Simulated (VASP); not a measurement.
ScAl3, 4 atoms in the cell. It takes space group Pm-3m (No. 221, cubic). Conventional cell: a = 4.088 Å, b = 4.088 Å, c = 4.088 Å, α = 90.00°, β = 90.00°, γ = 90.00°. Within 3.8 Å of Sc (site symmetry m-3m) lie 12 Al at 2.89 Å. Al (site symmetry 4/mmm) has 4 Sc at 2.89 Å and 8 Al at 2.89 Å within 3.8 Å. 

* Program: VASP 6.6.1
* Task: single point
* Functional: PBEsol
* Potentials or basis: VASP PAW PBE potentials, release 64 (Sc_sv, Al)
* Cutoff: 520 eV
* k mesh: 6 × 6 × 6
* Occupations: methfessel-paxton, width 0.1 eV
* Spin: no spin polarisation
* Dipole correction: no
* Further INCAR settings: ALGO = Normal; EDIFF = 1e-06; NBANDS = 18

Potentials or basis: VASP PAW PBE potentials, release 64 (Sc_sv, Al).

Run with:

```console
$ cat potpaw_PBE.64/Sc_sv/POTCAR potpaw_PBE.64/Al/POTCAR > POTCAR
$ mpirun -np 1 vasp_std > vasp.out
```

Hardware: 1 thread of Intel(R) Xeon(R) Platinum 8559C (Emerald Rapids), on a shared host.

**Question.** How long does it take, and how much memory?

**Answer.** Run time: 18 s on 1 thread of Intel(R) Xeon(R) Platinum 8559C (Emerald Rapids), on a shared host, peak memory 0.17 GiB. Counts: scf iterations 13, k points 20.
